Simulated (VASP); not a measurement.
Here is a VASP 6.6.1 calculation.

The input INCAR:

```
SYSTEM = Fe
PREC = Accurate
ENCUT = 520
EDIFF = 1E-6
ISMEAR = -1
SIGMA = 0.05
LREAL = .False.
LASPH = .True.
NELM = 150
ALGO = Normal
ISIF = 2
LWAVE = .False.
LCHARG = .False.
ISPIN = 2
MAGMOM = 3 3
LORBIT = 11
LMAXMIX = 4
GGA = VW
NBANDS = 19
```

KPOINTS

```
Automatic mesh
0
Gamma
  12 12 7
  0 0 0
```

The input POSCAR:

```
Fe
1.0
    2.4818982858      0.0000000000      0.0000000000
   -1.2409491429      2.1493869651      0.0000000000
    0.0000000000      0.0000000000      3.9172856485
Fe
2
Direct
    0.6666666667      0.3333333333      0.7500000000
    0.3333333333      0.6666666667      0.2500000000
```

Potentials or basis: VASP PAW PBE potentials, release 64 (Fe).

Launch:

```console
$ cat potpaw_PBE.64/Fe/POTCAR > POTCAR
$ mpirun -np 1 vasp_std > vasp.out
```

Task: Predict the net moment.

Result: 0.23 μB per cell.

Task: Estimate the site moments.

Result: Fe +0.11 μB.
